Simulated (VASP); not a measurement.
Set up this calculation in VASP 6.6.1, as the native input.

```yaml
Task: single point
Functional: PBE
Potentials_or_basis: VASP PAW PBE potentials, release 64 (Ga_d, P)
Cutoff: 520 eV
k_mesh: 10 × 10 × 10
Occupations: gaussian, width 0.05 eV
Spin: no spin polarisation
Dipole_correction: no
Further_INCAR_settings: ALGO = Normal; EDIFF = 1e-06; NBANDS = 16
```

The structure of GaP lies in POSCAR:

```
GaP
1.0
    0.0000000000      2.8270580731      2.6799299204
    2.6799299204      0.0000000000      2.6799299204
    2.6799299204      2.8270580731      0.0000000000
Ga P
1 1
Direct
    0.0000000000      0.0000000000      0.0000000000
    0.7500000000      0.7500000000      0.7500000000
```

This cell differs from its parent crystal: volume 20.304 Å^3 an atom, c/a of the conventional cell 1.0549.

These files were run (other wordings do the same):

INCAR

```
SYSTEM = GaP
ALGO = Normal ; EDIFF = 1E-6
ENCUT = 520 ; GGA = PE
ISIF = 2 ; ISMEAR = 0
LASPH = .True. ; LCHARG = .False.
LREAL = .False. ; LWAVE = .False.
NBANDS = 16 ; NELM = 80
PREC = Accurate ; SIGMA = 0.05
```

KPOINTS

```
k-points
0
Gamma
  10 10 10
  0 0 0
```

Potentials or basis: VASP PAW PBE potentials, release 64 (Ga_d, P).

The run is started by

```sh
$ cat potpaw_PBE.64/Ga_d/POTCAR potpaw_PBE.64/P/POTCAR > POTCAR
$ mpirun -np 1 vasp_std > vasp.out
```

It gave:

| Item | Value |
| --- | --- |
| Pressure | 2.1 GPa |
| Band gap on the k mesh | 1.35 eV, indirect (least direct gap 1.67 eV) |

Run time: 28 s on 1 thread of Intel(R) Xeon(R) 6975P-C (Granite Rapids), on a shared host, peak memory 0.2 GiB.
